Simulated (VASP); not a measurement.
Here is a VASP 6.6.1 calculation.

File INCAR:

```
PREC = Accurate ; ENCUT = 520
EDIFF = 1E-6 ; ISMEAR = 0
SIGMA = 0.15 ; LREAL = False
LASPH = True ; NELM = 60
ALGO = Normal ; ISIF = 2
LWAVE = False ; LCHARG = False
GGA = PE ; NBANDS = 10
```

KPOINTS

```
regular mesh
0
Gamma
  22 22 22
```

POSCAR

```
Ir
1.0
    0.0000000000      1.8717075000      1.8717075000
    1.8717075000      0.0000000000      1.8717075000
    1.8717075000      1.8717075000      0.0000000000
Ir
1
Direct
    0.0000000000      0.0000000000      0.0000000000
```

Potentials or basis: VASP PAW PBE potentials, release 64 (Ir).

Run with:

```sh
$ cat potpaw_PBE.64/Ir/POTCAR > POTCAR
$ mpirun -np 1 vasp_std > vasp.out
```

(1) Estimate the pressure.

(2) Estimate the band gap on the k mesh.

Answers

(1) 46.2 GPa.

(2) zero (an odd number of electrons rules out a gap without spin polarisation).

Caveat: the cell differs from its parent crystal (strain -0.025 along x and y, -0.025 along z); the cell stands under pressure; spin-orbit coupling is left out, which moves the levels of the heavy elements.
